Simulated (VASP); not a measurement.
# Au (Cmcm) in VASP: notebook

Au is run at these levels: PBE, LDA, r2SCAN; tasks: single point.

Program: VASP 6.6.1. These are calculated values, not measurements. Logs are shortened: lines on timing, memory, paths and dates and some standing lists are left out, and cuts for length are marked.

### Step 1. The cell of the first run

Symmetry: Cmcm, No. 63, orthorhombic system. Conventional cell: a = 2.823 Å, b = 5.112 Å, c = 4.893 Å, α = 90.00°, β = 90.00°, γ = 90.00°. Within 3.7 Å of Au (site symmetry m2m) lie 12 Au at 2.82 to 2.97 Å.

### Step 2. Single point, PBE

File INCAR:

```
PREC = Accurate
ENCUT = 540
EDIFF = 1E-6
ISMEAR = 0
SIGMA = 0.1
LREAL = F
LASPH = T
NELM = 120
ALGO = Normal
ISIF = 2
LWAVE = F
LCHARG = T
GGA = PE
LELF = T
LVHAR = T
NBANDS = 26
GGA_COMPAT = F
```

File KPOINTS:

```
regular mesh
0
Gamma
  1 1 1
```

File POSCAR:

```
Au
1.0
    1.4113099650     -2.5559330250      0.0000000000
    1.4113099650      2.5559330250      0.0000000000
    0.0000000000      0.0000000000      4.8931696100
Au
2
Direct
    0.6653279700      0.3346720300      0.2500000000
    0.3346720300      0.6653279700      0.7500000000
```

Potentials or basis: VASP PAW PBE potentials, release 64 (Au_sv_GW).

Run with:

```console
$ cat potpaw_PBE.64/Au_sv_GW/POTCAR > POTCAR
$ mpirun -np 1 vasp_gam > vasp.out
```

OUTCAR:

```text
PREC = Accurate
   ENCUT = 540
   EDIFF = 1E-6
   ISMEAR = 0
   LREAL = F
   LASPH = T
   NELM = 120
   ISIF = 2
   GGA = PE

 ion  position               nearest neighbor table
   1  0.665  0.335  0.250-   2 2.95   2 2.95   2 2.95   2 2.95   2 2.97   2 2.97
   2  0.335  0.665  0.750-   1 2.95   1 2.95   1 2.95   1 2.95   1 2.97   1 2.97

  LATTYP: Found a base centered orthorhombic cell.
 ALAT       =     2.8226199300
 B/A-ratio  =     1.8110359088
 C/A-ratio  =     1.7335559627

  Lattice vectors:

 A1 = (   1.4113099650,  -2.5559330250,   0.0000000000)
 A2 = (   1.4113099650,   2.5559330250,   0.0000000000)
 A3 = (   0.0000000000,   0.0000000000,   4.8931696100)

Analysis of symmetry for initial positions (statically):
=====================================================================
 Subroutine PRICEL returns:
 Original cell was already a primitive cell.

 Routine SETGRP: Setting up the symmetry group for a
 base centered orthorhombic supercell.

 Subroutine GETGRP returns: Found  8 space group operations
 (whereof  4 operations were pure point group operations)
 out of a pool of  8 trial point group operations.

The static configuration has the point symmetry C_2h.
 The point group associated with its full space group is D_2h.

Analysis of symmetry for dynamics (positions and initial velocities):
=====================================================================
 Subroutine PRICEL returns:
 Original cell was already a primitive cell.

 Routine SETGRP: Setting up the symmetry group for a
 base centered orthorhombic supercell.

 Subroutine GETGRP returns: Found  8 space group operations
 (whereof  4 operations were pure point group operations)
 out of a pool of  8 trial point group operations.

The dynamic configuration has the point symmetry C_2h.
 The point group associated with its full space group is D_2h.

 Subroutine INISYM returns: Found  8 space group operations
 (whereof  4 operations are pure point group operations),
 and found     1 'primitive' translations

----------------------------------------------------------------------------------------

                                     Primitive cell

  volume of cell :      35.3014

  direct lattice vectors                    reciprocal lattice vectors
     1.411309965 -2.555933025  0.000000000     0.354280783 -0.195623279  0.000000000
     1.411309965  2.555933025  0.000000000     0.354280783  0.195623279  0.000000000
     0.000000000  0.000000000  4.893169610     0.000000000  0.000000000  0.204366511

  length of vectors
     2.919689957  2.919689957  4.893169610     0.404701545  0.404701545  0.204366511

  position of ions in fractional coordinates (direct lattice)
     0.665327970  0.334672030  0.250000000
     0.334672030  0.665327970  0.750000000

  ion indices of the primitive-cell ions
   primitive index   ion index
                 1           1
                 2           2

----------------------------------------------------------------------------------------

 KPOINTS: regular mesh

Automatic generation of k-mesh.
 Grid dimensions read from file:
 generate k-points for:    1    1    1

 Generating k-lattice:

  Cartesian coordinates                     Fractional coordinates (reciprocal lattice)
     0.354280783 -0.195623279  0.000000000     1.000000000  0.000000000  0.000000000
     0.354280783  0.195623279  0.000000000     0.000000000  1.000000000  0.000000000
     0.000000000  0.000000000  0.204366511     0.000000000  0.000000000  1.000000000

  Length of vectors
     0.404701545  0.404701545  0.204366511

  Shift w.r.t. Gamma in fractional coordinates (k-lattice)
     0.000000000  0.000000000  0.000000000

 Subroutine IBZKPT returns following result:
 ===========================================

 Found      1 irreducible k-points:

 Following reciprocal coordinates:
            Coordinates               Weight
  0.000000  0.000000  0.000000      1.000000
   k-points           NKPTS =      1   k-points in BZ     NKDIM =      1   number of bands    NBANDS=     26
   number of dos      NEDOS =    301   number of ions     NIONS =      2
   total plane-waves  NPLWV =  23040
   dimension x,y,z NGX =    24 NGY =   24 NGZ =   40
   dimension x,y,z NGXF=    48 NGYF=   48 NGZF=   80
   ions per type =               2
   NGX,Y,Z   is equivalent  to a cutoff of  13.67, 13.67, 13.59 a.u.
   NGXF,Y,Z  is equivalent  to a cutoff of  27.33, 27.33, 27.18 a.u.
 SYSTEM =  unknown system
   PREC   = accura    normal or accurate (medium, high low for compatibility)
   ISTART =      0    job   : 0-new  1-cont  2-samecut
   ICHARG =      2    charge: 1-file 2-atom 10-const
   ISPIN  =      1    spin polarized calculation?
   LNONCOLLINEAR =      F non collinear calculations
   LSORBIT =      F    spin-orbit coupling
   LASPH  =      T    aspherical Exc in radial PAW
   ENCUT  =  540.0 eV  39.69 Ry    6.30 a.u.   5.53  5.53  9.27*2*pi/ulx,y,z
   NELM   =    120;   NELMIN=  2; NELMDL= -5     # of ELM steps
   EDIFF  = 0.1E-05   stopping-criterion for ELM
   LREAL  =      F    real-space projection
   EDIFFG = 0.1E-04   stopping-criterion for IOM
   NSW    =      0    number of steps for IOM
   IBRION =     -1    ionic relax: 0-MD 1-quasi-New 2-CG
   NFREE  =      0    steps in history (QN), initial steepest desc. (CG)
   ISIF   =      2    stress and relaxation
   ISYM   =      2    0-nonsym 1-usesym 2-fastsym
   POTIM  = 0.5000    time-step for ionic-motion
   TEBEG  =    0.0;   TEEND  =   0.0 temperature during run
   PSTRESS=    0.0 pullay stress
   NELECT =      38.0000    total number of electrons
   NUPDOWN=      -1.0000    fix difference up-down
   EMIN   =  10.00;   EMAX   =-10.00  energy-range for DOS
   EFERMI =   0.00;   METHOD = LEGACY
   ISMEAR =     0;   SIGMA  =   0.10  broadening in eV -4-tet -1-fermi 0-gaus
   EFERMI_NEDOS =   21; number of points for ismear=-14 and -15
   IALGO  =     38    algorithm
   IMIX   =      4    mixing-type and parameters
     AMIX     =   0.40;   BMIX     =  1.00
     AMIX_MAG =   1.60;   BMIX_MAG =  1.00
  volume/ion in A,a.u.               =      17.65       119.11
  Fermi-wavevector in a.u.,A,eV,Ry     =   1.677794  3.170571 38.300303  2.814993
  Thomas-Fermi vector in A             =   2.761997
   LORBIT       =      0    0 simple, 1 ext, 2 COOP (PROOUT), +10 PAW based schemes
   GGA     = PE    functional components
   LHFCALC =     F    Hartree Fock is set to
   AEXX    =    0.0000 exact exchange contribution
   IVDW    =     0    specifies the selected vdW correction
   LEPSILON=     F    determine dielectric tensor
   LRPA    =     F    only Hartree local field effects (RPA)
 non-spin polarized calculation
 Gauss-broadening in eV      SIGMA  =   0.10
  energy-cutoff  :      540.00
  volume of cell :       35.30
 maximum number of plane-waves:       514
 NGX is ok and might be reduce to    24
   NGX = 11   NGY = 11   NGZ = 19

 number of electron      38.0000005 magnetization

 Free energy of the ion-electron system (eV)
  ---------------------------------------------------
  ext. energy  EPLUGINS =         0.00000000
  ---------------------------------------------------
  free energy    TOTEN  =       -13.25904983 eV

  energy without entropy =      -13.25355349  energy(sigma->0) =      -13.25630166

 E-fermi :   6.9250     XC(G=0): -12.7807

 val. band max:        6.7510632732   @ k =   0.0000   0.0000   0.0000
 cond. band min:       7.0989045734   @ k =   0.0000   0.0000   0.0000
 fundamental gap:      0.3478413002
 Fermi energy:         6.9250332576

 k-point     1 :       0.0000    0.0000    0.0000
  band No.  band energies     occupation
      1     -96.1500      2.00000
      2     -96.1416      2.00000
      3     -48.0918      2.00000
      4     -47.9161      2.00000
      5     -47.2693      2.00000
      6     -47.2444      2.00000
[... 18 lines left out ...]
     25      26.1366      0.00000
     26      27.0532      0.00000

------------------------ aborting loop because EDIFF is reached ----------------------------------------

  FORCE on cell =-STRESS in cart. coord.  units (eV):
  Direction    XX          YY          ZZ          XY          YZ          ZX
  --------------------------------------------------------------------------------------
  -------------------------------------------------------------------------------------
  Total        2.3528866     -2.3540442     -3.9209151      0.0000000      0.0000000      0.0000000
  in kB      106.7872579   -106.8397968   -177.9532297      0.0000000      0.0000000      0.0000000
  external PRESSURE =     -59.3352562 kB  Pullay stress =       0.0000000 kB

 VOLUME and BASIS-vectors are now :
 -----------------------------------------------------------------------------
  energy-cutoff  :      540.00
  volume of cell :       35.30
      direct lattice vectors                 reciprocal lattice vectors
     1.411309965 -2.555933025  0.000000000     0.354280783 -0.195623279  0.000000000
     1.411309965  2.555933025  0.000000000     0.354280783  0.195623279  0.000000000
     0.000000000  0.000000000  4.893169610     0.000000000  0.000000000  0.204366511

 POSITION                                       TOTAL-FORCE (eV/Angst)
 -----------------------------------------------------------------------------------
      1.41131     -0.84513      1.22329         0.000000     -0.299213     -0.000000
      1.41131      0.84513      3.66988         0.000000      0.299213      0.000000
 -----------------------------------------------------------------------------------
    total drift:                                0.000000      0.000000     -0.000000

  FREE ENERGIE OF THE ION-ELECTRON SYSTEM (eV)
  ---------------------------------------------------
  free  energy   TOTEN  =       -13.2590498333 eV

  energy  without entropy=      -13.2535534902  energy(sigma->0) =      -13.25630166
```

Wall time 11 s (1 thread of Intel Xeon Platinum 8259CL at 2.50GHz (Skylake/Cascade Lake), shared host); peak memory 0.15 GiB.

What came out:

- Free energy: -13.2590 eV
- Pressure: -5.9 GPa
- Largest force: 0.299 eV/Å

Forces in eV/Å, atoms in the order of the input:
```
Au   0.000 -0.299  0.000
Au   0.000  0.299  0.000
```

Caveat: the k points lie up to 2.54 Å⁻¹ apart, too coarse for converged energies, forces and pressures; spin-orbit coupling is left out, which moves the levels of the heavy elements.

### Step 3. Single point, LDA

File INCAR:

```
SYSTEM = Au
PREC = Accurate
ENCUT = 520
EDIFF = 1E-7
ISMEAR = 0
SIGMA = 0.1
LREAL = .False.
LASPH = .True.
NELM = 100
ALGO = Fast
ISIF = 2
LWAVE = .False.
LCHARG = .False.
NBANDS = 18
```

File KPOINTS:

```
regular mesh
0
Gamma
  16 16 10
  0 0 0
```

POSCAR is that of step 2.

Potentials or basis: VASP PAW LDA potentials, release 64 (Au).

Run with:

```console
$ cat potpaw_LDA.64/Au/POTCAR > POTCAR
$ mpirun -np 1 vasp_std > vasp.out
```

OUTCAR:

```text
SYSTEM = Au
   PREC = Accurate
   ENCUT = 520
   EDIFF = 1E-7
   ISMEAR = 0
   LREAL = .False.
   LASPH = .True.
   NELM = 100
   ISIF = 2

 ion  position               nearest neighbor table
   1  0.665  0.335  0.250-   2 2.95   2 2.95   2 2.95   2 2.95   2 2.97   2 2.97
   2  0.335  0.665  0.750-   1 2.95   1 2.95   1 2.95   1 2.95   1 2.97   1 2.97

  LATTYP: Found a base centered orthorhombic cell.
 ALAT       =     2.8226199300
 B/A-ratio  =     1.8110359088
 C/A-ratio  =     1.7335559627

  Lattice vectors:

 A1 = (   1.4113099650,  -2.5559330250,   0.0000000000)
 A2 = (   1.4113099650,   2.5559330250,   0.0000000000)
[... 695 lines left out ...]
  FORCE on cell =-STRESS in cart. coord.  units (eV):
  Direction    XX          YY          ZZ          XY          YZ          ZX
  --------------------------------------------------------------------------------------
  -------------------------------------------------------------------------------------
  Total       -1.8734920     -2.1025946     -2.1454877      0.0000000      0.0000000      0.0000000
  in kB      -85.0296308    -95.4275972    -97.3743268      0.0000000      0.0000000      0.0000000
  external PRESSURE =     -92.6105183 kB  Pullay stress =       0.0000000 kB

 VOLUME and BASIS-vectors are now :
 -----------------------------------------------------------------------------
  energy-cutoff  :      520.00
  volume of cell :       35.30
      direct lattice vectors                 reciprocal lattice vectors
     1.411309965 -2.555933025  0.000000000     0.354280783 -0.195623279  0.000000000
     1.411309965  2.555933025  0.000000000     0.354280783  0.195623279  0.000000000
     0.000000000  0.000000000  4.893169610     0.000000000  0.000000000  0.204366511

 POSITION                                       TOTAL-FORCE (eV/Angst)
 -----------------------------------------------------------------------------------
      1.41131     -0.84513      1.22329         0.000000      0.003532      0.000000
      1.41131      0.84513      3.66988         0.000000     -0.003532     -0.000000
 -----------------------------------------------------------------------------------
    total drift:                                0.000000      0.000000     -0.000000

  FREE ENERGIE OF THE ION-ELECTRON SYSTEM (eV)
  ---------------------------------------------------
  free  energy   TOTEN  =        -8.8098276185 eV

  energy  without entropy=       -8.8072301823  energy(sigma->0) =       -8.80852890
```

Wall time 1.8 min (1 thread of Intel Xeon 6975P-C (Granite Rapids), shared host); peak memory 0.32 GiB.

What came out:

| Property | Result |
| --- | --- |
| Free energy | -8.8098 eV |
| Pressure | -9.3 GPa |
| Largest force | 0.004 eV/Å |
| Band gap on the k mesh | zero (bands 11 and 12 overlap by 6.53 eV) |

Forces on the atoms (eV/Å):
```
Au   0.000  0.004  0.000
Au   0.000 -0.004  0.000
```

Stress tensor (GPa, compression positive):
```
-8.50  0.00  0.00
 0.00 -9.54  0.00
 0.00  0.00 -9.74
```

Levels at points of the mesh, in eV from the Fermi level:
```
           k point  band 8  band 9  band 10  band 11  band 12  band 13  band 14  band 15
(0.00, 0.00, 0.00)   -3.45   -3.29    -2.15    -2.08    -1.05     2.41    14.56    15.50
(0.50, 0.00, 0.00)   -1.95   -1.77    -1.62     0.52     1.74     5.72     7.22     7.23
(0.50, 0.50, 0.00)   -1.86   -1.85    -1.67     0.24     1.27     5.33     6.74     6.89
(0.00, 0.00, 0.50)   -4.15   -2.62    -2.62    -2.48    -2.48    10.20    10.20    14.87
(0.50, 0.00, 0.50)   -2.35   -1.67    -1.67     0.67     0.67     4.02     4.02    13.03
(0.50, 0.50, 0.50)   -2.34   -1.74    -1.74     0.29     0.29     3.47     3.47    12.61
```

Caveat: the cell stands under tension; spin-orbit coupling is left out, which moves the levels of the heavy elements.

### Step 4. Single point, r2SCAN

POSCAR is that of step 3.

File INCAR.step1:

```
SYSTEM = Au
PREC = Accurate ; ENCUT = 520
ISMEAR = 0 ; SIGMA = 0.1
LREAL = .False. ; LASPH = .True.
NELM = 60 ; NBANDS = 18
GGA = PE ; ALGO = Normal
EDIFF = 1E-4 ; LWAVE = .True.
LCHARG = .False.
```

File INCAR.step2:

```
SYSTEM = Au
PREC = Accurate ; ENCUT = 520
EDIFF = 1E-6 ; ISMEAR = 0
SIGMA = 0.1 ; LREAL = .False.
LASPH = .True. ; NELM = 60
ALGO = Normal ; ISIF = 2
LWAVE = .False. ; LCHARG = .True.
METAGGA = R2SCAN ; LMIXTAU = .True.
LELF = .True. ; LVHAR = .True.
NBANDS = 18 ; ISTART = 1
```

File KPOINTS:

```
Automatic mesh
0
Gamma
  16 16 10
  0 0 0
```

Potentials or basis: VASP PAW PBE potentials, release 64 (Au).

Run with:

```console
$ cat potpaw_PBE.64/Au/POTCAR > POTCAR
$ cp INCAR.step1 INCAR
$ mpirun -np 1 vasp_std > vasp.out
$ cp INCAR.step2 INCAR
$ mpirun -np 1 vasp_std > vasp.out
```

Wall time 6.3 min (1 thread of Intel Xeon 6975P-C (Granite Rapids), shared host); peak memory 0.34 GiB.

Results (log left out):

| Property | Result |
| --- | --- |
| Free energy | -101.1734 eV |
| Pressure | -0.1 GPa |
| Largest force | 0.011 eV/Å |
| Band gap on the k mesh | zero (bands 11 and 12 overlap by 6.99 eV) |

Forces in eV/Å, atoms in the order of the input:
```
Au   0.000  0.011  0.000
Au   0.000 -0.011  0.000
```

Stress tensor (GPa, compression positive):
```
 0.82  0.00  0.00
 0.00 -0.31  0.00
 0.00  0.00 -0.85
```

Levels at points of the mesh, in eV from the Fermi level:
```csv
k point,band 9,band 10,band 11,band 12,band 13,band 14
"(0.00, 0.00, 0.00)",-3.58,-2.41,-2.34,-0.88,2.44,15.38
"(0.50, 0.00, 0.00)",-2.01,-1.85,0.56,1.79,6.04,7.56
"(0.50, 0.50, 0.00)",-2.10,-1.92,0.25,1.28,5.63,7.05
"(0.00, 0.00, 0.50)",-2.90,-2.90,-2.75,-2.75,10.67,10.67
"(0.50, 0.00, 0.50)",-1.89,-1.89,0.81,0.81,4.18,4.18
"(0.50, 0.50, 0.50)",-1.99,-1.99,0.42,0.42,3.59,3.59
```

Caveat: the PAW data sets were made with another functional, which shifts forces and pressure a little; spin-orbit coupling is left out, which moves the levels of the heavy elements.

### Step 5. Summary

| level | potentials or basis | k mesh | cutoff (eV) | gap on the mesh (eV) | pressure (GPa) | largest force (eV/Å) |
| --- | --- | --- | --- | --- | --- | --- |
| PBE | VASP PAW PBE potentials, release 64 (Au_sv_GW) | 1 × 1 × 1 | 540 | - | -5.9 | 0.30 |
| LDA | VASP PAW LDA potentials, release 64 (Au) | 16 × 16 × 10 | 520 | none | -9.3 | - |
| r2SCAN | VASP PAW PBE potentials, release 64 (Au) | 16 × 16 × 10 | 520 | none | -0.1 | 0.01 |

Alike in all rows: task single point; no spin polarisation; cell as given; smearing gaussian 0.1 eV.

Caveats: some runs use coarse meshes; spin-orbit coupling is left out, which moves the levels of the heavy elements; the cell stands under tension (at least some runs); the PAW data sets were made with another functional, which shifts forces and pressure a little (at least some runs).

Total energies depend on the potentials used, so only differences within one code and one set of settings carry meaning.

The gap in the log of VASP goes by the Fermi energy; the results here count the filled bands.